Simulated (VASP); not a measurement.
# CoSi2 (Fm-3m) in VASP: single point with r2SCAN

Aim: the single point of CoSi2 with r2SCAN.

All numbers are computed with VASP 6.6.1; they aren't measurements. Logs are shortened: lines on timing, memory, paths and dates and some standing lists are left out, and cuts for length are marked.

**1. The cell of the first run**

It takes space group Fm-3m (No. 225, cubic). Conventional cell: a = 5.385 Å, b = 5.385 Å, c = 5.385 Å, α = 90.00°, β = 90.00°, γ = 90.00°. Within 3.1 Å of Co (site symmetry m-3m) lie 8 Si at 2.33 Å. Within 3.1 Å of Si (site symmetry -43m) lie 4 Co at 2.33 Å and 6 Si at 2.69 Å.

**2. Single point, r2SCAN, collinear spin (13.01 Å³/atom)**

File POSCAR:

```
CoSi2
1.0
    0.0000000000      2.6924346490      2.6924346490
    2.6924346490      0.0000000000      2.6924346490
    2.6924346490      2.6924346490      0.0000000000
Co Si
1 2
Direct
    0.0000000000      0.0000000000      0.0000000000
    0.2500000000      0.2500000000      0.2500000000
    0.7500000000      0.7500000000      0.7500000000
```

File INCAR.step1:

```
SYSTEM = CoSi2
PREC = Accurate ; ENCUT = 520
ISMEAR = 0 ; SIGMA = 0.05
LREAL = .FALSE. ; LASPH = .TRUE.
NELM = 150 ; ISPIN = 2
MAGMOM = 0.05 0 0 ; LMAXMIX = 4
NBANDS = 20 ; GGA = PE
ALGO = Normal ; EDIFF = 1E-4
LWAVE = .TRUE. ; LCHARG = .FALSE.
```

File INCAR.step2:

```
SYSTEM = CoSi2
PREC = Accurate ; ENCUT = 520
EDIFF = 1E-6 ; ISMEAR = 0
SIGMA = 0.05 ; LREAL = .FALSE.
LASPH = .TRUE. ; NELM = 150
ALGO = Normal ; ISIF = 2
LWAVE = .FALSE. ; LCHARG = .FALSE.
ISPIN = 2 ; MAGMOM = 0.05 0 0
LORBIT = 11 ; LMAXMIX = 4
METAGGA = R2SCAN ; LMIXTAU = .TRUE.
NBANDS = 20 ; ISTART = 1
```

File KPOINTS:

```
regular mesh
0
G
  8 8 8
  0 0 0
```

Potentials or basis: VASP PAW PBE potentials, release 64 (Co, Si).

Command:

```bash
$ cat potpaw_PBE.64/Co/POTCAR potpaw_PBE.64/Si/POTCAR > POTCAR
$ cp INCAR.step1 INCAR
$ mpirun -np 1 vasp_std > vasp.out
$ cp INCAR.step2 INCAR
$ mpirun -np 1 vasp_std > vasp.out
```

OUTCAR:

```text
SYSTEM = CoSi2
   PREC = Accurate
   ENCUT = 520
   EDIFF = 1E-6
   ISMEAR = 0
   LREAL = .FALSE.
   LASPH = .TRUE.
   NELM = 150
   ISIF = 2
   ISPIN = 2
   LORBIT = 11
   METAGGA = R2SCAN
   ISTART = 1

 ion  position               nearest neighbor table
   1  0.000  0.000  0.000-   3 2.33   3 2.33   3 2.33   2 2.33   3 2.33   2 2.33   2 2.33   2 2.33

   2  0.250  0.250  0.250-   1 2.33   1 2.33   1 2.33   1 2.33   3 2.69   3 2.69   3 2.69   3 2.69
                             3 2.69   3 2.69
   3  0.750  0.750  0.750-   1 2.33   1 2.33   1 2.33   1 2.33   2 2.69   2 2.69   2 2.69   2 2.69
                             2 2.69   2 2.69

  LATTYP: Found a face centered cubic cell.
 ALAT       =     5.3848692980

  Lattice vectors:

 A1 = (   0.0000000000,   2.6924346490,   2.6924346490)
 A2 = (   2.6924346490,   0.0000000000,   2.6924346490)
 A3 = (   2.6924346490,   2.6924346490,   0.0000000000)

Analysis of symmetry for initial positions (statically):
=====================================================================
 Subroutine PRICEL returns:
 Original cell was already a primitive cell.

 Routine SETGRP: Setting up the symmetry group for a
 face centered cubic supercell.

 Subroutine GETGRP returns: Found 48 space group operations
 (whereof 48 operations were pure point group operations)
 out of a pool of 48 trial point group operations.

The static configuration has the point symmetry O_h .

Analysis of symmetry for dynamics (positions and initial velocities):
=====================================================================
 Subroutine PRICEL returns:
 Original cell was already a primitive cell.

 Routine SETGRP: Setting up the symmetry group for a
 face centered cubic supercell.

 Subroutine GETGRP returns: Found 48 space group operations
 (whereof 48 operations were pure point group operations)
 out of a pool of 48 trial point group operations.

The dynamic configuration has the point symmetry O_h .

Analysis of structural, dynamic, and magnetic symmetry:
=====================================================================
 Subroutine PRICEL returns:
 Original cell was already a primitive cell.

 Routine SETGRP: Setting up the symmetry group for a
 face centered cubic supercell.

 Subroutine GETGRP returns: Found 48 space group operations
 (whereof 48 operations were pure point group operations)
 out of a pool of 48 trial point group operations.

The overall configuration has the point symmetry O_h .

 Subroutine INISYM returns: Found 48 space group operations
 (whereof 48 operations are pure point group operations),
 and found     1 'primitive' translations

----------------------------------------------------------------------------------------

                                     Primitive cell

  volume of cell :      39.0360

  direct lattice vectors                    reciprocal lattice vectors
     0.000000000  2.692434649  2.692434649    -0.185705529  0.185705529  0.185705529
     2.692434649  0.000000000  2.692434649     0.185705529 -0.185705529  0.185705529
     2.692434649  2.692434649  0.000000000     0.185705529  0.185705529 -0.185705529

  length of vectors
     3.807677596  3.807677596  3.807677596     0.321651411  0.321651411  0.321651411

  position of ions in fractional coordinates (direct lattice)
     0.000000000  0.000000000  0.000000000
     0.250000000  0.250000000  0.250000000
     0.750000000  0.750000000  0.750000000

  ion indices of the primitive-cell ions
   primitive index   ion index
                 1           1
                 2           2
                 3           3

----------------------------------------------------------------------------------------

 KPOINTS: regular mesh

Automatic generation of k-mesh.
 Grid dimensions read from file:
 generate k-points for:    8    8    8

 Generating k-lattice:

  Cartesian coordinates                     Fractional coordinates (reciprocal lattice)
    -0.023213191  0.023213191  0.023213191     0.125000000  0.000000000  0.000000000
     0.023213191 -0.023213191  0.023213191     0.000000000  0.125000000  0.000000000
     0.023213191  0.023213191 -0.023213191     0.000000000  0.000000000  0.125000000

  Length of vectors
     0.040206426  0.040206426  0.040206426

  Shift w.r.t. Gamma in fractional coordinates (k-lattice)
     0.000000000  0.000000000  0.000000000

 Subroutine IBZKPT returns following result:
 ===========================================

 Found     29 irreducible k-points:

 Following reciprocal coordinates:
            Coordinates               Weight
  0.000000  0.000000  0.000000      1.000000
  0.125000  0.000000  0.000000      8.000000
  0.250000  0.000000  0.000000      8.000000
  0.375000  0.000000  0.000000      8.000000
  0.500000  0.000000  0.000000      4.000000
  0.125000  0.125000  0.000000      6.000000
[... 16 lines left out ...]
  0.500000  0.250000  0.125000     48.000000
 -0.375000  0.250000  0.125000     24.000000
 [... further k-points ...]
   k-points           NKPTS =     29   k-points in BZ     NKDIM =     29   number of bands    NBANDS=     20
   number of dos      NEDOS =    301   number of ions     NIONS =      3
   total plane-waves  NPLWV =  21952
   dimension x,y,z NGX =    28 NGY =   28 NGZ =   28
   dimension x,y,z NGXF=    56 NGYF=   56 NGZF=   56
   ions per type =               1   2
   NGX,Y,Z   is equivalent  to a cutoff of  12.23, 12.23, 12.23 a.u.
   NGXF,Y,Z  is equivalent  to a cutoff of  24.45, 24.45, 24.45 a.u.
 SYSTEM =  CoSi2
   PREC   = accura    normal or accurate (medium, high low for compatibility)
   ISTART =      1    job   : 0-new  1-cont  2-samecut
   ICHARG =      0    charge: 1-file 2-atom 10-const
   ISPIN  =      2    spin polarized calculation?
   LNONCOLLINEAR =      F non collinear calculations
   LSORBIT =      F    spin-orbit coupling
   LASPH  =      T    aspherical Exc in radial PAW
   ENCUT  =  520.0 eV  38.22 Ry    6.18 a.u.   7.08  7.08  7.08*2*pi/ulx,y,z
   NELM   =    150;   NELMIN=  2; NELMDL=  0     # of ELM steps
   EDIFF  = 0.1E-05   stopping-criterion for ELM
   LREAL  =      F    real-space projection
   EDIFFG = 0.1E-04   stopping-criterion for IOM
   NSW    =      0    number of steps for IOM
   IBRION =     -1    ionic relax: 0-MD 1-quasi-New 2-CG
   NFREE  =      0    steps in history (QN), initial steepest desc. (CG)
   ISIF   =      2    stress and relaxation
   ISYM   =      2    0-nonsym 1-usesym 2-fastsym
   POTIM  = 0.5000    time-step for ionic-motion
   TEBEG  =    0.0;   TEEND  =   0.0 temperature during run
   PSTRESS=    0.0 pullay stress
   NELECT =      17.0000    total number of electrons
   NUPDOWN=      -1.0000    fix difference up-down
   EMIN   =  10.00;   EMAX   =-10.00  energy-range for DOS
   EFERMI =   0.00;   METHOD = LEGACY
   ISMEAR =     0;   SIGMA  =   0.05  broadening in eV -4-tet -1-fermi 0-gaus
   EFERMI_NEDOS =   21; number of points for ismear=-14 and -15
   IALGO  =     38    algorithm
   IMIX   =      4    mixing-type and parameters
     AMIX     =   0.40;   BMIX     =  1.00
     AMIX_MAG =   1.60;   BMIX_MAG =  1.00
  volume/ion in A,a.u.               =      13.01        87.81
  Fermi-wavevector in a.u.,A,eV,Ry     =   1.240898  2.344957 20.950619  1.539827
  Thomas-Fermi vector in A             =   2.375319
   LORBIT       =     11    0 simple, 1 ext, 2 COOP (PROOUT), +10 PAW based schemes
   METAGGA = R2SCAN    functional components
   LHFCALC =     F    Hartree Fock is set to
   AEXX    =    0.0000 exact exchange contribution
   IVDW    =     0    specifies the selected vdW correction
   LEPSILON=     F    determine dielectric tensor
   LRPA    =     F    only Hartree local field effects (RPA)
 spin polarized calculation
 Gauss-broadening in eV      SIGMA  =   0.05
  energy-cutoff  :      520.00
  volume of cell :       39.04
 maximum number of plane-waves:      1067
   NGX = 15   NGY = 15   NGZ = 15

 number of electron      16.9999992 magnetization       0.0000001

 number of electron      16.9999992 magnetization      -0.0000004

 Free energy of the ion-electron system (eV)
  ---------------------------------------------------
  ext. energy  EPLUGINS =         0.00000000
  ---------------------------------------------------
  free energy    TOTEN  =       -31.97187732 eV

  energy without entropy =      -31.97049887  energy(sigma->0) =      -31.97118809

 E-fermi :   9.7307     XC(G=0): -12.4621

 val. band max:        9.7276318654   @ k =  -0.3750   0.1250   0.0000
 cond. band min:       9.8085623025   @ k =  -0.1250   0.1250   0.0000
 fundamental gap:      0.0809304372
 Fermi energy:         9.7307312480

 spin component 1

 k-point     1 :       0.0000    0.0000    0.0000
  band No.  band energies     occupation
      1      -3.8754      1.00000
      2       5.6071      1.00000
      3       5.6071      1.00000
      4       5.6071      1.00000
      5       7.8313      1.00000
      6       7.8313      1.00000
[... 12 lines left out ...]
     19      21.0707      0.00000
[... 513 lines left out ...]
      4       5.4213      1.00000
      5       6.8445      1.00000
      6       7.7461      1.00000
[... 12 lines left out ...]
     19      25.8009      0.00000
     20      26.3689      0.00000

 [... further k-points ...]

 spin component 2

 k-point     1 :       0.0000    0.0000    0.0000
  band No.  band energies     occupation
      1      -3.8754      1.00000
      2       5.6071      1.00000
      3       5.6071      1.00000
      4       5.6071      1.00000
      5       7.8313      1.00000
      6       7.8313      1.00000
[... 12 lines left out ...]
     19      21.0707      0.00000
[... 513 lines left out ...]
      4       5.4213      1.00000
      5       6.8445      1.00000
      6       7.7461      1.00000
[... 12 lines left out ...]
     19      25.8009      0.00000
     20      26.3689      0.00000

 [... further k-points ...]

------------------------ aborting loop because EDIFF is reached ----------------------------------------

  FORCE on cell =-STRESS in cart. coord.  units (eV):
  Direction    XX          YY          ZZ          XY          YZ          ZX
  --------------------------------------------------------------------------------------
  -------------------------------------------------------------------------------------
  Total       -1.7543085     -1.7543085     -1.7543085      0.0000000     -0.0000000      0.0000000
  in kB      -72.0030727    -72.0030727    -72.0030727      0.0000000     -0.0000000      0.0000000
  external PRESSURE =     -72.0030727 kB  Pullay stress =       0.0000000 kB

 VOLUME and BASIS-vectors are now :
 -----------------------------------------------------------------------------
  energy-cutoff  :      520.00
  volume of cell :       39.04
      direct lattice vectors                 reciprocal lattice vectors
     0.000000000  2.692434649  2.692434649    -0.185705529  0.185705529  0.185705529
     2.692434649  0.000000000  2.692434649     0.185705529 -0.185705529  0.185705529
     2.692434649  2.692434649  0.000000000     0.185705529  0.185705529 -0.185705529

 POSITION                                       TOTAL-FORCE (eV/Angst)
 -----------------------------------------------------------------------------------
      0.00000      0.00000      0.00000         0.000000      0.000000      0.000000
      1.34622      1.34622      1.34622        -0.000000     -0.000000      0.000000
      4.03865      4.03865      4.03865         0.000000      0.000000     -0.000000
 -----------------------------------------------------------------------------------
    total drift:                               -0.000000     -0.000000      0.000000

  FREE ENERGIE OF THE ION-ELECTRON SYSTEM (eV)
  ---------------------------------------------------
  free  energy   TOTEN  =       -31.9718773179 eV

  energy  without entropy=      -31.9704988685  energy(sigma->0) =      -31.97118809

 total charge

# of ion       s       p       d       tot
------------------------------------------
    1        0.553   0.739   7.584   8.876
    2        0.708   0.876   0.000   1.585
    3        0.708   0.876   0.000   1.585
--------------------------------------------------
tot          1.969   2.492   7.584  12.045

 magnetization (x)

# of ion       s       p       d       tot
------------------------------------------
    1       -0.000  -0.000   0.000  -0.000
    2       -0.000  -0.000   0.000  -0.000
    3       -0.000  -0.000   0.000  -0.000
--------------------------------------------------
tot         -0.000  -0.000   0.000  -0.000
```

Wall time 67 s (1 thread of Intel Xeon 6975P-C (Granite Rapids), shared host); peak memory 0.2 GiB.

What came out:

| Quantity | Value |
| --- | --- |
| Free energy | -31.9719 eV |
| Pressure | -7.2 GPa |
| Net moment | 0.00 μB per cell |
| Valence electrons inside the program's atomic spheres | Co 8.88; Si 1.58 |

Caveat: the cell stands under tension; the PAW data sets were made with another functional, which shifts forces and pressure a little.
